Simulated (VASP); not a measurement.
# BaTiO3 (Amm2) in VASP: single point with r2SCAN

Aim: the single point of BaTiO3 with r2SCAN.

Everything below comes from runs of VASP 6.6.1. Logs are shortened: lines on timing, memory, paths and dates and some standing lists are left out, and cuts for length are marked.

**1. The cell of the first run**

It takes space group Amm2 (No. 38, orthorhombic). Conventional cell: a = 3.974 Å, b = 5.662 Å, c = 5.682 Å, α = 90.00°, β = 90.00°, γ = 90.00°. Within 3.7 Å of Ba (site symmetry mm2) lie 12 O at 2.78 to 2.90 Å and 8 Ti at 3.39 to 3.55 Å. Within 2.5 Å of Ti (site symmetry mm2) lie 6 O at 1.91 to 2.10 Å. Within 2.6 Å of O (site symmetry mm2) lie 2 Ti at 1.99 Å. O (site symmetry m) has 2 Ti at 1.91 to 2.10 Å within 2.5 Å. Within 2.5 Å of O (site symmetry m) lie 2 Ti at 1.91 to 2.10 Å.

**2. Single point, r2SCAN**

File POSCAR:

```
BaTiO3
1.0
   -3.9738270100      0.0000000000      0.0000000000
    0.0000000000     -2.8308578600      2.8408852200
    0.0000000000      5.6617157100      5.6817704300
Ba Ti O
2 2 6
Direct
    0.0000000000      0.0000000000      0.0000000000
    0.0000000000      0.0000000000      0.5000000000
    0.5000000000      0.5170000000      0.2585000000
    0.5000000000      0.5170000000      0.7585000000
    0.0000000000      0.4890000000      0.2445000000
    0.0000000000      0.4890000000      0.7445000000
    0.5000000000      0.9923300000      0.2522650000
    0.5000000000      0.9923300000      0.7522650000
    0.5000000000      0.5045300000      0.4961650000
    0.5000000000      0.5045300000      0.9961650000
```

File INCAR.step1:

```
SYSTEM = BaTiO3
  PREC = Accurate
  ENCUT = 520
  ISMEAR = -1
  SIGMA = 0.1
  LREAL = .FALSE.
  LASPH = .TRUE.
  NELM = 100
  NBANDS = 51
  GGA = PE
  ALGO = Normal
  EDIFF = 1E-4
  LWAVE = .TRUE.
  LCHARG = .FALSE.
```

File INCAR.step2:

```
SYSTEM = BaTiO3
  PREC = Accurate
  ENCUT = 520
  EDIFF = 1E-6
  ISMEAR = -1
  SIGMA = 0.1
  LREAL = .FALSE.
  LASPH = .TRUE.
  NELM = 100
  ALGO = Normal
  ISIF = 2
  LWAVE = .FALSE.
  LCHARG = .FALSE.
  METAGGA = R2SCAN
  LMIXTAU = .TRUE.
  NBANDS = 51
  ISTART = 1
```

File KPOINTS:

```
regular mesh
0
G
  7 6 3
  0 0 0
```

Potentials or basis: VASP PAW PBE potentials, release 64 (Ba_sv, Ti_sv, O).

Launch:

```bash
$ cat potpaw_PBE.64/Ba_sv/POTCAR potpaw_PBE.64/Ti_sv/POTCAR potpaw_PBE.64/O/POTCAR > POTCAR
$ cp INCAR.step1 INCAR
$ mpirun -np 1 vasp_std > vasp.out
$ cp INCAR.step2 INCAR
$ mpirun -np 1 vasp_std > vasp.out
```

OUTCAR:

```text
SYSTEM = BaTiO3
   PREC = Accurate
   ENCUT = 520
   EDIFF = 1E-6
   ISMEAR = -1
   LREAL = .FALSE.
   LASPH = .TRUE.
   NELM = 100
   ISIF = 2
   METAGGA = R2SCAN
   ISTART = 1

 ion  position               nearest neighbor table
   1  0.000  0.000  0.000-   5 2.78   8 2.81   8 2.81  10 2.81  10 2.81   6 2.83   5 2.83   7 2.84
                             7 2.84  10 2.84  10 2.84   6 2.90   4 3.39   4 3.39   3 3.46   3 3.46
   2  0.000  0.000  0.500-   6 2.78   7 2.81   7 2.81   9 2.81   9 2.81   5 2.83   6 2.83   8 2.84
                             8 2.84   9 2.84   9 2.84   5 2.90   3 3.39   3 3.39   4 3.46   4 3.46
   3  0.500  0.517  0.258-   9 1.91   7 1.91   5 1.99   5 1.99  10 2.10   7 2.10   2 3.39   2 3.39
                             1 3.46   1 3.46   2 3.46   2 3.46   1 3.55   1 3.55
   4  0.500  0.517  0.758-  10 1.91   8 1.91   6 1.99   6 1.99   9 2.10   8 2.10   1 3.39   1 3.39
                             2 3.46   2 3.46   1 3.46   1 3.46   2 3.55   2 3.55
   5  0.000  0.489  0.245-   3 1.99   3 1.99   1 2.78   2 2.83   1 2.83   2 2.90
   6  0.000  0.489  0.745-   4 1.99   4 1.99   2 2.78   1 2.83   2 2.83   1 2.90
   7  0.500  0.992  0.252-   3 1.91   3 2.10   2 2.81   2 2.81   1 2.84   1 2.84
   8  0.500  0.992  0.752-   4 1.91   4 2.10   1 2.81   1 2.81   2 2.84   2 2.84
   9  0.500  0.505  0.496-   3 1.91   4 2.10   2 2.81   2 2.81   2 2.84   2 2.84
  10  0.500  0.505  0.996-   4 1.91   3 2.10   1 2.81   1 2.81   1 2.84   1 2.84

  LATTYP: Found a simple monoclinic cell.
 ALAT       =     4.0105342608
 B/A-ratio  =     0.9908472916
 C/A-ratio  =     1.9999999965
 COS(beta)  =    -0.0035358896

  Lattice vectors:

 A1 = (   0.0000000000,  -2.8308578600,   2.8408852200)
 A2 = (  -3.9738270100,   0.0000000000,   0.0000000000)
 A3 = (   0.0000000000,  -5.6617157100,  -5.6817704300)

Analysis of symmetry for initial positions (statically):
=====================================================================
 Subroutine PRICEL returns following result:

  LATTYP: Found a base centered orthorhombic cell.
 ALAT       =     5.6617157150
 B/A-ratio  =     1.0035421630
 C/A-ratio  =     0.7018768179

  Lattice vectors:

 A1 = (   0.0000000000,  -2.8308578550,  -2.8408852150)
 A2 = (   0.0000000000,  -2.8308578600,   2.8408852200)
 A3 = (  -3.9738270100,   0.0000000000,   0.0000000000)

   2 primitive cells build up your supercell.

 Routine SETGRP: Setting up the symmetry group for a
 simple monoclinic supercell.

 Subroutine GETGRP returns: Found  2 space group operations
 (whereof  2 operations were pure point group operations)
 out of a pool of  4 trial point group operations.

The static configuration has the point symmetry C_1h.

Analysis of symmetry for dynamics (positions and initial velocities):
=====================================================================
 Subroutine PRICEL returns following result:

  LATTYP: Found a base centered orthorhombic cell.
 ALAT       =     5.6617157150
 B/A-ratio  =     1.0035421630
 C/A-ratio  =     0.7018768179

  Lattice vectors:

 A1 = (   0.0000000000,  -2.8308578550,  -2.8408852150)
 A2 = (   0.0000000000,  -2.8308578600,   2.8408852200)
 A3 = (  -3.9738270100,   0.0000000000,   0.0000000000)

   2 primitive cells build up your supercell.

 Routine SETGRP: Setting up the symmetry group for a
 simple monoclinic supercell.

 Subroutine GETGRP returns: Found  2 space group operations
 (whereof  2 operations were pure point group operations)
 out of a pool of  4 trial point group operations.

The dynamic configuration has the point symmetry C_1h.

 Subroutine INISYM returns: Found  2 space group operations
 (whereof  2 operations are pure point group operations),
 and found     2 'primitive' translations

----------------------------------------------------------------------------------------

                                     Primitive cell

  volume of cell :      63.9162

  direct lattice vectors                    reciprocal lattice vectors
     0.000000000 -2.830857855 -2.840885215     0.000000000 -0.176624905 -0.176001479
[... 47 lines left out ...]
|           W WW W  AAAAAA  RRRRR   N  N N  II  N  N N  G  GGG   !            |
|           WW  WW  A    A  R   R   N   NN  II  N   NN  G    G                |
|           W    W  A    A  R    R  N    N  II  N    N   GGGG   !!!           |
|                                                                             |
|     Your reciprocal lattice and k-lattice belong to different lattice       |
|     classes:                                                                |
|                                                                             |
|        The reciprocal lattice is simple monoclinic,                         |
|        whereas your k-lattice is base centered orthorhombic.                |
|                                                                             |
|     Results are often still useful ...                                      |
|                                                                             |
 -----------------------------------------------------------------------------

 Subroutine IBZKPT returns following result:
 ===========================================

 Found     40 irreducible k-points:

 Following reciprocal coordinates:
            Coordinates               Weight
  0.000000  0.000000  0.000000      1.000000
  0.142857  0.000000  0.000000      2.000000
  0.285714  0.000000  0.000000      2.000000
  0.428571  0.000000  0.000000      2.000000
  0.000000  0.166667  0.000000      2.000000
  0.142857  0.166667  0.000000      4.000000
[... 16 lines left out ...]
  0.285714  0.166667  0.333333      4.000000
  0.428571  0.166667  0.333333      4.000000
 [... further k-points ...]
   k-points           NKPTS =     40   k-points in BZ     NKDIM =     40   number of bands    NBANDS=     51
   number of dos      NEDOS =    301   number of ions     NIONS =     10
   total plane-waves  NPLWV =  54000
   dimension x,y,z NGX =    30 NGY =   30 NGZ =   60
   dimension x,y,z NGXF=    60 NGYF=   60 NGZF=  120
   ions per type =               2   2   6
   NGX,Y,Z   is equivalent  to a cutoff of  12.55, 12.44, 12.44 a.u.
   NGXF,Y,Z  is equivalent  to a cutoff of  25.10, 24.87, 24.87 a.u.
 SYSTEM =  BaTiO3
   PREC   = accura    normal or accurate (medium, high low for compatibility)
   ISTART =      1    job   : 0-new  1-cont  2-samecut
   ICHARG =      0    charge: 1-file 2-atom 10-const
   ISPIN  =      1    spin polarized calculation?
   LNONCOLLINEAR =      F non collinear calculations
   LSORBIT =      F    spin-orbit coupling
   LASPH  =      T    aspherical Exc in radial PAW
   ENCUT  =  520.0 eV  38.22 Ry    6.18 a.u.   7.39  7.46 14.91*2*pi/ulx,y,z
   NELM   =    100;   NELMIN=  2; NELMDL=  0     # of ELM steps
   EDIFF  = 0.1E-05   stopping-criterion for ELM
   LREAL  =      F    real-space projection
   EDIFFG = 0.1E-04   stopping-criterion for IOM
   NSW    =      0    number of steps for IOM
   IBRION =     -1    ionic relax: 0-MD 1-quasi-New 2-CG
   NFREE  =      0    steps in history (QN), initial steepest desc. (CG)
   ISIF   =      2    stress and relaxation
   ISYM   =      2    0-nonsym 1-usesym 2-fastsym
   POTIM  = 0.5000    time-step for ionic-motion
   TEBEG  =    0.0;   TEEND  =   0.0 temperature during run
   PSTRESS=    0.0 pullay stress
   NELECT =      80.0000    total number of electrons
   NUPDOWN=      -1.0000    fix difference up-down
   EMIN   =  10.00;   EMAX   =-10.00  energy-range for DOS
   EFERMI =   0.00;   METHOD = LEGACY
   ISMEAR =    -1;   SIGMA  =   0.10  broadening in eV -4-tet -1-fermi 0-gaus
   EFERMI_NEDOS =   21; number of points for ismear=-14 and -15
   IALGO  =     38    algorithm
   IMIX   =      4    mixing-type and parameters
     AMIX     =   0.40;   BMIX     =  1.00
     AMIX_MAG =   1.60;   BMIX_MAG =  1.00
  volume/ion in A,a.u.               =      12.78        86.27
  Fermi-wavevector in a.u.,A,eV,Ry     =   1.400311  2.646205 26.679280  1.960872
  Thomas-Fermi vector in A             =   2.523284
   LORBIT       =      0    0 simple, 1 ext, 2 COOP (PROOUT), +10 PAW based schemes
   METAGGA = R2SCAN    functional components
   LHFCALC =     F    Hartree Fock is set to
   AEXX    =    0.0000 exact exchange contribution
   IVDW    =     0    specifies the selected vdW correction
   LEPSILON=     F    determine dielectric tensor
   LRPA    =     F    only Hartree local field effects (RPA)
 non-spin polarized calculation
  energy-cutoff  :      520.00
  volume of cell :      127.83
 maximum number of plane-waves:      3473
 NGX is ok and might be reduce to    30
   NGX = 15   NGY = 15   NGZ = 29

 number of electron      79.9999993 magnetization

 Free energy of the ion-electron system (eV)
  ---------------------------------------------------
  ext. energy  EPLUGINS =         0.00000000
  ---------------------------------------------------
  free energy    TOTEN  =      -148.46525939 eV

  energy without entropy =     -148.46525531  energy(sigma->0) =     -148.46525735

 E-fermi :   4.7720     XC(G=0): -11.9309

 val. band max:        3.4993778625   @ k =   0.4286   0.5000  -0.0000
 cond. band min:       5.8674313391   @ k =   0.0000   0.0000   0.0000
 fundamental gap:      2.3680534765
 Fermi energy:         4.7720459862

 k-point     1 :       0.0000    0.0000    0.0000
  band No.  band energies     occupation
      1     -55.1864      2.00000
      2     -55.1853      2.00000
      3     -30.4282      2.00000
      4     -30.3713      2.00000
      5     -30.3700      2.00000
      6     -30.3687      2.00000
[... 1285 lines left out ...]
     50      11.1040      0.00000
     51      11.7504      0.00000

 [... further k-points ...]
[... 5 lines left out ...]
  --------------------------------------------------------------------------------------
  -------------------------------------------------------------------------------------
  Total        2.1335102      2.3319451      1.8473760      0.0000000     -0.0001508      0.0000000
  in kB       26.7401967     29.2272673     23.1539545      0.0000000     -0.0018896      0.0000000
  external PRESSURE =      26.3738062 kB  Pullay stress =       0.0000000 kB

 VOLUME and BASIS-vectors are now :
 -----------------------------------------------------------------------------
  energy-cutoff  :      520.00
  volume of cell :      127.83
      direct lattice vectors                 reciprocal lattice vectors
    -3.973827010  0.000000000  0.000000000    -0.251646586  0.000000000  0.000000000
     0.000000000 -2.830857860  2.840885220     0.000000000 -0.176624905  0.176001479
     0.000000000  5.661715710  5.681770430     0.000000000  0.088312453  0.088000740

 POSITION                                       TOTAL-FORCE (eV/Angst)
 -----------------------------------------------------------------------------------
      0.00000      0.00000      0.00000        -0.000000      0.000001      0.275179
      0.00000      2.83086      2.84089        -0.000000      0.000001      0.275179
     -1.98691     -0.00000      2.93748         0.000000      0.000002     -0.041549
     -1.98691      2.83086      5.77836         0.000000      0.000002     -0.041549
      0.00000     -0.00000      2.77839        -0.000000      0.000009      0.255862
      0.00000      2.83086      5.61927        -0.000000      0.000009      0.255862
     -1.98691     -1.38089      4.25241        -0.000000      0.017717     -0.244730
     -1.98691      1.44997      7.09329        -0.000000      0.017717     -0.244730
     -1.98691      1.38089      4.25241         0.000000     -0.017729     -0.244762
     -1.98691      4.21175      7.09329         0.000000     -0.017729     -0.244762
 -----------------------------------------------------------------------------------
    total drift:                               -0.000000     -0.000079     -0.018995

  FREE ENERGIE OF THE ION-ELECTRON SYSTEM (eV)
  ---------------------------------------------------
  free  energy   TOTEN  =      -148.4652593882 eV

  energy  without entropy=     -148.4652553143  energy(sigma->0) =     -148.46525735
```

Run time: 25 min. Hardware: 1 thread of Oxide Virtual Turin-like, shared host; peak memory 0.35 GiB.

What came out:

```yaml
Free_energy: -148.4653 eV
Pressure: 2.6 GPa
Largest_force: 0.275 eV/Å
Band_gap_on_the_k_mesh: 2.37 eV
```

Forces in eV/Å, atoms in the order of the input:
```
Ba   0.000  0.000  0.275
Ba   0.000  0.000  0.275
Ti   0.000  0.000 -0.042
Ti   0.000  0.000 -0.042
O    0.000  0.000  0.256
O    0.000  0.000  0.256
O    0.000  0.018 -0.245
O    0.000  0.018 -0.245
O    0.000 -0.018 -0.245
O    0.000 -0.018 -0.245
```

Caveat: the PAW data sets were made with another functional, which shifts forces and pressure a little; spin-orbit coupling is left out, which moves the levels of the heavy elements. r2SCAN opens gaps a little over a GGA but as a rule still falls short of measured ones.
